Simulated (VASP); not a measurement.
A run of VASP 6.6.1 is set up as follows.

Contents of INCAR:

```
PREC = Accurate ; ENCUT = 520
EDIFF = 1E-7 ; ISMEAR = 0
SIGMA = 0.1 ; LREAL = False
LASPH = True ; NELM = 100
ALGO = Normal ; ISIF = 2
LWAVE = False ; LCHARG = False
GGA = PE ; NBANDS = 17
```

KPOINTS

```
regular mesh
0
Gamma
  6 6 4
```

File POSCAR:

```
SiN
1.0
    3.5068395965      0.0000000000      0.0000000000
    0.0000000000      3.5068395965      0.0000000000
    0.0000000000      0.0000000000      4.0877770673
Si N
2 2
Direct
    0.0000000000      0.5000000000      0.1613996224
    0.5000000000      0.0000000000      0.8386003776
    0.0000000000      0.0000000000      0.0000000000
    0.5000000000      0.5000000000      0.0000000000
```

Potentials or basis: VASP PAW PBE potentials, release 64 (Si, N).

Run with:

```bash
$ cat potpaw_PBE.64/Si/POTCAR potpaw_PBE.64/N/POTCAR > POTCAR
$ mpirun -np 1 vasp_std > vasp.out
```

**Question.** Predict the pressure.

**Answer.** 0.0 GPa.

**Question.** Predict the band gap on the k mesh.

**Answer.** Zero (bands 9 and 10 overlap by 2.29 eV).

Forces on the atoms (eV/Å):
```
Si   0.000  0.000 -0.007
Si   0.000  0.000  0.007
N    0.000  0.000  0.000
N    0.000  0.000  0.000
```

Caveat: the k points lie up to 0.38 Å⁻¹ apart, too coarse for converged energies and pressures of a metal.
